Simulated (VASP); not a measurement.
Input of a VASP 6.6.1 run:

Contents of POSCAR:

```
Ca
1.0
   -2.2111127505      2.2111127505      2.2111127505
    2.2111127505     -2.2111127505      2.2111127505
    2.2111127505      2.2111127505     -2.2111127505
Ca
1
Direct
    0.0000000000      0.0000000000      0.0000000000
```

The input INCAR.step1:

```
  ALGO = Normal
  EDIFF = 1E-4
  ENCUT = 520
  GGA = PE
  ISMEAR = -1
  LASPH = True
  LCHARG = False
  LREAL = False
  LWAVE = True
  NBANDS = 11
  NELM = 60
  PREC = Accurate
  SIGMA = 0.1
```

INCAR.step2

```
  ALGO = Normal
  EDIFF = 1E-6
  ENCUT = 520
  ISIF = 2
  ISMEAR = -1
  ISTART = 1
  LASPH = True
  LCHARG = True
  LELF = True
  LMIXTAU = True
  LREAL = False
  LVHAR = True
  LWAVE = False
  METAGGA = R2SCAN
  NBANDS = 11
  NELM = 60
  PREC = Accurate
  SIGMA = 0.1
```

File KPOINTS:

```
k-points
0
Gamma
  10 10 10
```

Potentials or basis: VASP PAW PBE potentials, release 64 (Ca_sv).

Run with:

```console
$ cat potpaw_PBE.64/Ca_sv/POTCAR > POTCAR
$ cp INCAR.step1 INCAR
$ mpirun -np 1 vasp_std > vasp.out
$ cp INCAR.step2 INCAR
$ mpirun -np 1 vasp_std > vasp.out
```

(1) Estimate the pressure.

(2) What does it give for the band gap on the k mesh?

## Answers

(1) 0.1 GPa.

(2) zero (bands 5 and 6 overlap by 0.38 eV).

Caveat: the PAW data sets were made with another functional, which shifts forces and pressure a little.
